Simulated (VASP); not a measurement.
Ga: single point with BLYP

Ga:

```xyz
2
Lattice="-2.7180 2.5032 1.4746 2.5032 -2.7180 1.4746 3.1256 3.1256 -1.8680" Properties=species:S:1:pos:R:3 pbc="T T T"
Ga   -2.6665    2.4517    1.4746
Ga    0.0986    2.8123    0.5406
```

- Program: VASP 6.6.1
- Task: single point
- Functional: BLYP
- Potentials or basis: VASP PAW PBE potentials, release 64 (Ga_d)
- Cutoff: 520 eV
- k mesh: 15 × 15 × 9
- Occupations: fermi-dirac, width 0.1 eV
- Spin: no spin polarisation

The pressure is -1.0 GPa and the largest force is 0.004 eV/Å. The band gap on the k mesh is zero (bands 13 and 14 overlap by 6.23 eV).

Forces on the atoms (eV/Å):
```
Ga   0.003 -0.003  0.000
Ga  -0.003  0.003  0.000
```

Stress tensor (GPa, compression positive):
```
-0.88  0.06 -0.01
 0.06 -0.88 -0.01
-0.01 -0.01 -1.33
```

Levels at points of the mesh, in eV from the Fermi level:
```csv
k point,band 10,band 11,band 12,band 13,band 14,band 15,band 16,band 17
"(0.00, 0.00, 0.00)",-14.67,-9.72,-2.17,-1.13,0.89,5.04,8.15,8.81
```

It took 8.2 min on 1 thread of Oxide Virtual Turin-like Processor (shared host), peak memory 0.45 GiB.

Caveat: the PAW data sets were made with another functional, which shifts forces and pressure a little.
